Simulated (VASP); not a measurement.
TiGe4:

```
Ti Ge
1.0
    -3.06289    3.06289    3.06289
     3.06289   -3.06289    3.06289
     3.06289    3.06289   -3.06289
Ti Ge
1 4
Direct
  0.00000 0.00000 0.00000
  0.34960 0.34960 0.34960
  0.65040 0.00000 0.00000
  0.00000 0.00000 0.65040
  0.00000 0.65040 0.00000
```

The cell was generated, and may not be a known phase.

```yaml
Program: VASP 6.6.1
Task: relaxation of cell and atoms
Functional: PBE
Potentials_or_basis: VASP PAW PBE potentials, release 64 (Ti_sv, Ge_d)
Cutoff: 600 eV
k_mesh: 4 × 4 × 4
Occupations: gaussian, width 0.1 eV
Spin: no spin polarisation
```

At the start: pressure 44.6 GPa; volume 22.99 Å³/atom.

Problem. How do energy, volume and symmetry change on relaxing?

Solution. Over 16 steps the energy falls by 3403.6 meV/atom and the volume is 20.60 Å³/atom (-10.4 %); space group I-43m (No. 217, to 0.1 Å) before, Im-3m (No. 229, to 0.1 Å).

Step by step:
```
step  energy change (eV)  largest force (eV/Å)  pressure (GPa)  volume (Å³)
   1              0.0000               15.1059           44.57       114.94
   2             -7.2518                0.1057           -8.81       257.48
   3            -12.5190                0.8616           -8.85       170.47
   4            -12.6735                1.1212           -8.06       165.62
   5            -12.7862                1.9283           -5.36       154.42
   6            -12.7974                1.7776           -5.86       156.16
   7            -14.1204                1.9924           -5.22       137.34
   8            -16.2752                1.6798           12.06        90.07
   9            -16.3389                2.0161            6.93        97.06
  10            -16.9275                0.1603            4.67        97.13
  11            -16.9316                0.0081            4.68        97.14
  12            -17.0148                0.1262           -0.21       103.35
  13            -17.0154                0.1175            0.11       102.89
  14            -17.0154                0.1148            0.33       102.77
  15            -17.0172                0.0622            0.13       102.88
  16            -17.0180                0.0027            0.04       103.00
```

Final structure:
```yaml
crystal:
  lattice:
    - [-2.95299, 2.95299, 2.95299]
    - [2.95299, -2.95299, 2.95299]
    - [2.95299, 2.95299, -2.95299]
  atoms:
    - { symbol: Ti, position: [0.00000, 0.00000, 0.00000] }
    - { symbol: Ge, position: [0.49995, 0.49995, 0.49995] }
    - { symbol: Ge, position: [0.50005, 0.00000, 0.00000] }
    - { symbol: Ge, position: [0.00000, 0.00000, 0.50005] }
    - { symbol: Ge, position: [0.00000, 0.50005, 0.00000] }
```

Caveat: the k points lie up to 0.38 Å⁻¹ apart in the final cell, too coarse for converged energies and pressures of a metal.
